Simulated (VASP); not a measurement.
# H2C3Br (P2_1/c) in VASP: electric field gradients with PBE+D3(BJ)

Aim: the electric field gradients of H2C3Br with PBE+D3(BJ).

All numbers are computed with VASP 6.6.1; they aren't measurements. Logs are shortened: lines on timing, memory, paths and dates and some standing lists are left out, and cuts for length are marked.

## (1) The cell of the first run

The structure is monoclinic, space group P2_1/c (No. 14). The conventional cell has a = 4.036 Å, b = 5.705 Å, c = 14.416 Å, α = 90.00°, β = 98.17°, γ = 90.00°. H (site symmetry 1) has 1 C at 1.09 Å within 1.5 Å. Within 1.5 Å of H (site symmetry 1) lie 1 C at 1.09 Å. Within 1.5 Å of C (site symmetry 1) lie 1 H at 1.09 Å and 2 C at 1.39 to 1.40 Å. C (site symmetry 1) has 2 C at 1.39 Å and 1 Br at 1.91 Å within 2.0 Å. Within 1.5 Å of C (site symmetry 1) lie 1 H at 1.09 Å and 2 C at 1.39 to 1.40 Å. Br (site symmetry 1) has 1 C at 1.91 Å within 2.5 Å.

## (2) Electric field gradients, PBE+D3(BJ)

Contents of INCAR:

```
PREC = Accurate ; ENCUT = 520
EDIFF = 1E-8 ; ISMEAR = 0
SIGMA = 0.01 ; LREAL = Auto
LASPH = True ; NELM = 100
ALGO = Normal ; ISIF = 2
LWAVE = False ; LCHARG = False
GGA = PE ; IVDW = 12
LEFG = True ; NBANDS = 60
```

Contents of KPOINTS:

```
Automatic mesh
0
Gamma
  6 4 2
```

Contents of POSCAR:

```
H2C3Br
1.0
    4.0363792282      0.0000000000      0.0260831977
    0.0000000000      5.7052270102      0.0000000000
   -2.1420232150      0.0000000000     14.2563609760
H C Br
8 12 4
Direct
    0.7274173307      0.3721785415      0.5383072753
    0.2725826693      0.8721785415      0.9616927247
    0.2725826693      0.6278214585      0.4616927247
    0.7274173307      0.1278214585      0.0383072753
    1.0002559759      0.8804332008      0.3339190546
   -0.0002559759      0.3804332008      0.1660809454
   -0.0002559759      0.1195667992      0.6660809454
    1.0002559759      0.6195667992      0.8339190546
    0.8468894670      0.2098375878      0.5212813204
    0.1531105330      0.7098375878      0.9787186796
    0.1531105330      0.7901624122      0.4787186796
    0.8468894670      0.2901624122      0.0212813204
    0.8481274053      0.1407287539      0.4286545622
    0.1518725947      0.6407287539      0.0713454378
    0.1518725947      0.8592712461      0.5713454378
    0.8481274053      0.3592712461      0.9286545622
    0.9994275570      0.9326817435      0.4065022009
    0.0005724430      0.4326817435      0.0934977991
    0.0005724430      0.0673182565      0.5934977991
    0.9994275570      0.5673182565      0.9065022009
    0.6384879584      0.3365286538      0.3300133249
    0.3615120416      0.8365286538      0.1699866751
    0.3615120416      0.6634713462      0.6699866751
    0.6384879584      0.1634713462      0.8300133249
```

Potentials or basis: VASP PAW PBE potentials, release 64 (H, C, Br).

Started as:

```
$ cat potpaw_PBE.64/H/POTCAR potpaw_PBE.64/C/POTCAR potpaw_PBE.64/Br/POTCAR > POTCAR
$ mpirun -np 1 vasp_std > vasp.out
```

OUTCAR:

```text
PREC = Accurate
   ENCUT = 520
   EDIFF = 1E-8
   ISMEAR = 0
   LREAL = Auto
   LASPH = True
   NELM = 100
   ISIF = 2
   GGA = PE
   IVDW = 12
 IVDW          = 12

 ion  position               nearest neighbor table
   1  0.727  0.372  0.538-   9 1.09
   2  0.273  0.872  0.962-  10 1.09
   3  0.273  0.628  0.462-  11 1.09
   4  0.727  0.128  0.038-  12 1.09
   5  0.000  0.880  0.334-  17 1.09
   6  1.000  0.380  0.166-  18 1.09
   7  1.000  0.120  0.666-  19 1.09
   8  0.000  0.620  0.834-  20 1.09
   9  0.847  0.210  0.521-   1 1.09  13 1.39  19 1.40
  10  0.153  0.710  0.979-   2 1.09  14 1.39  20 1.40
  11  0.153  0.790  0.479-   3 1.09  15 1.39  17 1.40
  12  0.847  0.290  0.021-   4 1.09  16 1.39  18 1.40
  13  0.848  0.141  0.429-  17 1.39   9 1.39  21 1.91
  14  0.152  0.641  0.071-  18 1.39  10 1.39  22 1.91
  15  0.152  0.859  0.571-  19 1.39  11 1.39  23 1.91
  16  0.848  0.359  0.929-  20 1.39  12 1.39  24 1.91
  17  0.999  0.933  0.407-   5 1.09  13 1.39  11 1.40
  18  0.001  0.433  0.093-   6 1.09  14 1.39  12 1.40
  19  0.001  0.067  0.593-   7 1.09  15 1.39   9 1.40
  20  0.999  0.567  0.907-   8 1.09  16 1.39  10 1.40
  21  0.638  0.337  0.330-  13 1.91
  22  0.362  0.837  0.170-  14 1.91
  23  0.362  0.663  0.670-  15 1.91
  24  0.638  0.163  0.830-  16 1.91

  LATTYP: Found a simple monoclinic cell.
 ALAT       =     4.0364635025
 B/A-ratio  =     1.4134221718
 C/A-ratio  =     3.5693437270
 COS(beta)  =    -0.1378868337

  Lattice vectors:

 A1 = (   4.0363792282,   0.0000000000,   0.0260831977)
 A2 = (   0.0000000000,  -5.7052270102,   0.0000000000)
 A3 = (  -1.8943560132,   0.0000000000, -14.2824441737)

Analysis of symmetry for initial positions (statically):
=====================================================================
 Subroutine PRICEL returns:
 Original cell was already a primitive cell.

 Routine SETGRP: Setting up the symmetry group for a
 simple monoclinic supercell.

 Subroutine GETGRP returns: Found  4 space group operations
 (whereof  2 operations were pure point group operations)
 out of a pool of  4 trial point group operations.

The static configuration has the point symmetry S_2 .
 The point group associated with its full space group is C_2h.

Analysis of symmetry for dynamics (positions and initial velocities):
=====================================================================
 Subroutine PRICEL returns:
 Original cell was already a primitive cell.

 Routine SETGRP: Setting up the symmetry group for a
 simple monoclinic supercell.

 Subroutine GETGRP returns: Found  4 space group operations
 (whereof  2 operations were pure point group operations)
 out of a pool of  4 trial point group operations.

The dynamic configuration has the point symmetry S_2 .
 The point group associated with its full space group is C_2h.

 Subroutine INISYM returns: Found  4 space group operations
 (whereof  2 operations are pure point group operations),
 and found     1 'primitive' translations

----------------------------------------------------------------------------------------

                                     Primitive cell

  volume of cell :     328.6208

  direct lattice vectors                    reciprocal lattice vectors
     4.036379228  0.000000000  0.026083198     0.247506481  0.000000000  0.037187935
     0.000000000  5.705227010  0.000000000     0.000000000  0.175277863  0.000000000
    -2.142023215  0.000000000 14.256360976    -0.000452834  0.000000000  0.070076089

  length of vectors
     4.036463503  5.705227010 14.416382755     0.250284640  0.175277863  0.070077552

  position of ions in fractional coordinates (direct lattice)
     0.727417331  0.372178541  0.538307275
     0.272582669  0.872178541  0.961692725
     0.272582669  0.627821459  0.461692725
     0.727417331  0.127821459  0.038307275
     0.000255976  0.880433201  0.333919055
     0.999744024  0.380433201  0.166080945
[... 16 lines left out ...]
     0.361512042  0.663471346  0.669986675
     0.638487958  0.163471346  0.830013325

[... 79 lines left out ...]
   k-points           NKPTS =     24   k-points in BZ     NKDIM =     24   number of bands    NBANDS=     60
   number of dos      NEDOS =    301   number of ions     NIONS =     24
   total plane-waves  NPLWV = 136080
   dimension x,y,z NGX =    30 NGY =   42 NGZ =  108
   dimension x,y,z NGXF=    60 NGYF=   84 NGZF=  216
   ions per type =               8  12   4
   NGX,Y,Z   is equivalent  to a cutoff of  12.36, 12.24, 12.45 a.u.
   NGXF,Y,Z  is equivalent  to a cutoff of  24.71, 24.48, 24.91 a.u.
 SYSTEM =  unknown system
   PREC   = accura    normal or accurate (medium, high low for compatibility)
   ISTART =      0    job   : 0-new  1-cont  2-samecut
   ICHARG =      2    charge: 1-file 2-atom 10-const
   ISPIN  =      1    spin polarized calculation?
   LNONCOLLINEAR =      F non collinear calculations
   LSORBIT =      F    spin-orbit coupling
   LASPH  =      T    aspherical Exc in radial PAW
   ENCUT  =  520.0 eV  38.22 Ry    6.18 a.u.   7.51 10.61 26.80*2*pi/ulx,y,z
   NELM   =    100;   NELMIN=  2; NELMDL= -5     # of ELM steps
   EDIFF  = 0.1E-07   stopping-criterion for ELM
   LREAL  =      T    real-space projection
   EDIFFG = 0.1E-06   stopping-criterion for IOM
   NSW    =      0    number of steps for IOM
   IBRION =     -1    ionic relax: 0-MD 1-quasi-New 2-CG
   NFREE  =      0    steps in history (QN), initial steepest desc. (CG)
   ISIF   =      2    stress and relaxation
   ISYM   =      2    0-nonsym 1-usesym 2-fastsym
   POTIM  = 0.5000    time-step for ionic-motion
   TEBEG  =    0.0;   TEEND  =   0.0 temperature during run
   PSTRESS=    0.0 pullay stress
   NELECT =      84.0000    total number of electrons
   NUPDOWN=      -1.0000    fix difference up-down
   EMIN   =  10.00;   EMAX   =-10.00  energy-range for DOS
   EFERMI =   0.00;   METHOD = LEGACY
   ISMEAR =     0;   SIGMA  =   0.01  broadening in eV -4-tet -1-fermi 0-gaus
   EFERMI_NEDOS =   21; number of points for ismear=-14 and -15
   IALGO  =     38    algorithm
   IMIX   =      4    mixing-type and parameters
     AMIX     =   0.40;   BMIX     =  1.00
     AMIX_MAG =   1.60;   BMIX_MAG =  1.00
  volume/ion in A,a.u.               =      13.69        92.40
  Fermi-wavevector in a.u.,A,eV,Ry     =   1.038970  1.963368 14.686920  1.079458
  Thomas-Fermi vector in A             =   2.173479
   LORBIT       =      0    0 simple, 1 ext, 2 COOP (PROOUT), +10 PAW based schemes
   GGA     = PE    functional components
   LHFCALC =     F    Hartree Fock is set to
   AEXX    =    0.0000 exact exchange contribution
   IVDW    =    12    specifies the selected vdW correction
   LEPSILON=     F    determine dielectric tensor
   LRPA    =     F    only Hartree local field effects (RPA)
 non-spin polarized calculation
 Gauss-broadening in eV      SIGMA  =   0.01
  energy-cutoff  :      520.00
  volume of cell :      328.62
 maximum number of plane-waves:      8888
   NGX = 15   NGY = 21   NGZ = 53

 number of electron      83.9999996 magnetization

 Free energy of the ion-electron system (eV)
  ---------------------------------------------------
  ext. energy  EPLUGINS =         0.00000000
  ---------------------------------------------------
  free energy    TOTEN  =      -143.52926282 eV

  energy without entropy =     -143.52926282  energy(sigma->0) =     -143.52926282

 E-fermi :  -0.1581     XC(G=0):  -8.0744

 val. band max:       -0.2152677477   @ k =   0.1667   0.2500   0.5000
 cond. band min:       3.5408564935   @ k =   0.5000   0.5000  -0.0000
 fundamental gap:      3.7561242413
 Fermi energy:        -0.1581234018

 k-point     1 :       0.0000    0.0000    0.0000
  band No.  band energies     occupation
      1     -16.7633      2.00000
      2     -16.7224      2.00000
      3     -15.6804      2.00000
      4     -15.5543      2.00000
      5     -14.6062      2.00000
      6     -14.5119      2.00000
[... 1357 lines left out ...]
     53       7.4838      0.00000
     54       7.4838      0.00000
 [bands above 54 left out]

------------------------ aborting loop because EDIFF is reached ----------------------------------------

 Edisp (eV)   -2.54185

 E8    (eV) :    -0.7794

  FORCE on cell =-STRESS in cart. coord.  units (eV):
  Direction    XX          YY          ZZ          XY          YZ          ZX
  --------------------------------------------------------------------------------------
  -------------------------------------------------------------------------------------
  Total      -0.01540     0.24530     0.33013     0.00000     0.00000     0.02793
  in kB      -0.07511     1.19597     1.60952     0.00000     0.00000     0.13619
  external pressure =        0.91 kB  Pullay stress =        0.00 kB

 VOLUME and BASIS-vectors are now :
 -----------------------------------------------------------------------------
  energy-cutoff  :      520.00
  volume of cell :      328.62
      direct lattice vectors                 reciprocal lattice vectors
     4.036379228  0.000000000  0.026083198     0.247506481  0.000000000  0.037187935
     0.000000000  5.705227010  0.000000000     0.000000000  0.175277863  0.000000000
    -2.142023215  0.000000000 14.256360976    -0.000452834  0.000000000  0.070076089

 POSITION                                       TOTAL-FORCE (eV/Angst)
 -----------------------------------------------------------------------------------
      1.78307      2.12336      7.69328        -0.006777      0.012106      0.003279
     -0.95972      4.97598     13.71735         0.006777      0.012106     -0.003279
      0.11129      3.58186      6.58917         0.006777     -0.012106     -0.003279
      2.85408      0.72925      0.56510        -0.006777     -0.012106      0.003279
     -0.71423      5.02307      4.76048         0.002101     -0.003871     -0.013412
      3.67960      2.17046      2.39379        -0.002101     -0.003871      0.013412
[... 16 lines left out ...]
      0.02407      3.78525      9.56100         0.003038     -0.009579      0.016782
      0.79927      0.93264     11.84962        -0.003038     -0.009579     -0.016782
 -----------------------------------------------------------------------------------
    total drift:                                0.000000     -0.000000      0.000000

  FREE ENERGIE OF THE ION-ELECTRON SYSTEM (eV)
  ---------------------------------------------------
  free  energy   TOTEN  =      -146.0711174139 eV

  energy  without entropy=     -146.0711174139  energy(sigma->0) =     -146.07111741

 Electric field gradients (V/A^2)
---------------------------------------------------------------------
 ion       V_xx      V_yy      V_zz      V_xy      V_xz      V_yz
---------------------------------------------------------------------
   1      -5.107    16.267   -11.160   -17.449    -4.137     7.531
   2      -5.107    16.267   -11.160    17.449    -4.137    -7.531
   3      -5.107    16.267   -11.160   -17.449    -4.137     7.531
   4      -5.107    16.267   -11.160    17.449    -4.137    -7.531
   5     -13.433   -10.371    23.804    -2.405    -5.522    10.612
   6     -13.433   -10.371    23.804     2.405    -5.522   -10.612
[... 16 lines left out ...]
  23    -226.914     5.518   221.396  -193.509   270.269  -473.934
  24    -226.914     5.518   221.396   193.509   270.269   473.934
---------------------------------------------------------------------

 Electric field gradients after diagonalization (V/A^2)
 (convention: |V_zz| > |V_xx| > |V_yy|)
----------------------------------------------------------------------
 ion       V_xx      V_yy      V_zz     asymmetry (V_yy - V_xx)/ V_zz
----------------------------------------------------------------------
   1     -14.884   -13.046    27.930       0.066
   2     -14.884   -13.046    27.930       0.066
   3     -14.884   -13.046    27.930       0.066
   4     -14.884   -13.046    27.930       0.066
   5     -14.759   -12.939    27.698       0.066
   6     -14.759   -12.939    27.698       0.066
[... 16 lines left out ...]
  23    -379.987  -336.391   716.378       0.061
  24    -379.987  -336.391   716.378       0.061
----------------------------------------------------------------------

           NMR quadrupolar parameters

 Cq : quadrupolar parameter    Cq=e*Q*V_zz/h
 eta: asymmetry parameters     (V_yy - V_xx)/ V_zz
 Q  : nuclear electric quadrupole moment in mb (millibarn)
----------------------------------------------------------------------
 ion       Cq(MHz)       eta       Q (mb)
----------------------------------------------------------------------
   1       0.068       0.066       1.000
   2       0.068       0.066       1.000
   3       0.068       0.066       1.000
   4       0.068       0.066       1.000
   5       0.067       0.066       1.000
   6       0.067       0.066       1.000
[... 16 lines left out ...]
  23       1.732       0.061       1.000
  24       1.732       0.061       1.000
----------------------------------------------------------------------
```

Run time: 15 min. Hardware: 1 thread of Intel Xeon 8259CL, shared host; peak memory 0.54 GiB.

Results:

```
Free energy                             : -146.0711 eV
Pressure                                : 0.1 GPa
Largest force                           : 0.042 eV/Å
Band gap on the k mesh                  : 3.76 eV (least direct gap 3.85 eV)
Largest electric field gradient by atom : H +27.9, +27.7 (each value once); C +31.5, -39.1, +31.9 (each value once); Br +716.4 V/Å²
Dispersion energy per atom              : -0.106 eV
```

Forces in eV/Å, atoms in the order of the input:
```
H   -0.007  0.012  0.003
H    0.007  0.012 -0.003
H    0.007 -0.012 -0.003
H   -0.007 -0.012  0.003
H    0.002 -0.004 -0.013
H   -0.002 -0.004  0.013
H   -0.002  0.004  0.013
H    0.002  0.004 -0.013
C   -0.015  0.027  0.012
C    0.015  0.027 -0.012
C    0.015 -0.027 -0.012
C   -0.015 -0.027  0.012
C   -0.005  0.016 -0.020
C    0.005  0.016  0.020
C    0.005 -0.016  0.020
C   -0.005 -0.016 -0.020
C    0.002 -0.005 -0.041
C   -0.002 -0.005  0.041
C   -0.002  0.005  0.041
C    0.002  0.005 -0.041
Br  -0.003  0.010 -0.017
Br   0.003  0.010  0.017
Br   0.003 -0.010  0.017
Br  -0.003 -0.010 -0.017
```

Stress tensor (GPa, compression positive):
```
-0.01  0.00  0.01
 0.00  0.12  0.00
 0.01  0.00  0.16
```

Electric field gradients, principal values (V/Å²):
| atom | least | middle | greatest (by size) |
| --- | --- | --- | --- |
| 1 H | -13.046 | -14.884 | 27.930 |
| 2 H | -13.046 | -14.884 | 27.930 |
| 3 H | -13.046 | -14.884 | 27.930 |
| 4 H | -13.046 | -14.884 | 27.930 |
| 5 H | -12.939 | -14.759 | 27.698 |
| 6 H | -12.939 | -14.759 | 27.698 |
| 7 H | -12.939 | -14.759 | 27.698 |
| 8 H | -12.939 | -14.759 | 27.698 |
| 9 C | -13.912 | -17.540 | 31.452 |
| 10 C | -13.912 | -17.540 | 31.452 |
| 11 C | -13.912 | -17.540 | 31.452 |
| 12 C | -13.912 | -17.540 | 31.452 |
| 13 C | 9.923 | 29.140 | -39.063 |
| 14 C | 9.923 | 29.140 | -39.063 |
| 15 C | 9.923 | 29.140 | -39.063 |
| 16 C | 9.923 | 29.140 | -39.063 |
| 17 C | -13.925 | -17.976 | 31.901 |
| 18 C | -13.925 | -17.976 | 31.901 |
| 19 C | -13.925 | -17.976 | 31.901 |
| 20 C | -13.925 | -17.976 | 31.901 |
| 21 Br | -336.391 | -379.987 | 716.378 |
| 22 Br | -336.391 | -379.987 | 716.378 |
| 23 Br | -336.391 | -379.987 | 716.378 |
| 24 Br | -336.391 | -379.987 | 716.378 |

Caveat: without QUAD_EFG the Cq values of the log hold for a quadrupole moment of 1 mb, not for the nuclei. A k mesh can miss the band edges.
